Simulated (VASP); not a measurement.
Input of a VASP 6.6.1 run:

File INCAR:

```
SYSTEM = MgB15N15
PREC     = Accurate       ! precision mode
ENCUT    = 520            ! plane-wave cutoff, eV
EDIFF    = 1E-6           ! SCF threshold, eV
ISMEAR   = -1             ! smearing method
SIGMA    = 0.01           ! smearing width, eV
LREAL    = Auto         
LASPH    = .True.         ! aspherical terms in the spheres
NELM     = 150            ! most SCF steps
ALGO     = Normal         ! electronic algorithm
ISIF     = 2              ! what is computed and relaxed
LWAVE    = .False.        ! write WAVECAR
LCHARG   = .True.         ! write CHGCAR
ISPIN    = 2              ! spin polarisation
MAGMOM   = 0.04 0.01 0.01 0.04 0.01 0.01 0 0.01 0.01 0 0 0.04 0 0 0 0.03 0.01 0 0.01 0.01 0 0 0.01 0 0 0 0.01 0.01 0.01 0.01 0.01 ! initial moments
LORBIT   = 11             ! projections on sites
NUPDOWN  = 1.0            ! fixed moment
GGA      = PE             ! functional
LELF     = .True.         ! ELF
LVHAR    = .True.       
NELECT   = 121.0        
NBANDS   = 86             ! bands
```

File KPOINTS:

```
Automatic mesh
0
Gamma
  1 1 1
  0.25 0.25 0.25
```

The input POSCAR:

```
MgB15N15
1.0
   -3.6241103844      3.6241103844     -3.6241103844
    3.6241103844      3.6241103844      3.6241103844
    3.6241103844     -3.6241103844     -3.6241103844
B Mg N
15 1 15
Direct
   -0.0028280155     -0.0016472284     -0.0435050355
    0.0094034756      0.2569393273      0.7545828908
    0.0093447280      0.5064065497      0.5050652619
   -0.0028349760      0.7082769493      0.2464894600
    0.2557091329      0.0106143487      0.7545774843
    0.2557244625      0.5064247954      0.2587863065
    0.2461946111      0.7509353260     -0.0009042414
    0.5051661727      0.0105378529      0.5050408705
    0.5051966722      0.2569274636      0.2587499643
    0.4980834405      0.4992977046      0.0021250164
    0.4980303993      0.7538768863      0.7474448729
    0.7068938633     -0.0015296575      0.2466089092
    0.7497201234      0.2474126272     -0.0008982333
    0.7526224100      0.4991930957      0.7473828603
    0.7497431217      0.7509708492      0.4956270670
    0.1796344942      0.1808024402      0.4292374317
   -0.0002720663      0.2503210114      0.0062260568
    0.0072651738      0.5059876596      0.7541540395
   -0.0001875328      0.7580877878      0.4985298741
    0.2491267384      0.0009438626      0.0061132639
    0.2525265822      0.2538127454      0.7778179643
    0.2524278351      0.5294636989      0.5018769204
    0.2491979804      0.7578495190      0.2491146934
    0.5047501648      0.0085498135      0.7541323627
    0.5281702416      0.2536126785      0.5018068339
    0.5047994304      0.5060250076      0.2567614268
    0.5012885195      0.7528097636      0.0009297285
    0.7567896440      0.0010167176      0.4985472845
    0.7566392685      0.2504472803      0.2491467111
    0.7515201574      0.5024753294      0.0009060297
    0.7514944293      0.7527379042      0.7505674064
```

Potentials or basis: VASP PAW PBE potentials, release 64 (B, Mg, N).

Command:

```sh
$ cat potpaw_PBE.64/B/POTCAR potpaw_PBE.64/Mg/POTCAR potpaw_PBE.64/N/POTCAR > POTCAR
$ mpirun -np 1 vasp_std > vasp.out
```

(1) Estimate the largest force.

Results:

(1) 0.034 eV/Å.

Caveat: the k points lie up to 1.23 Å⁻¹ apart; the cell carries a net charge on a neutralising background, which shifts energy and pressure; the total moment is fixed, so each spin has its own Fermi level.
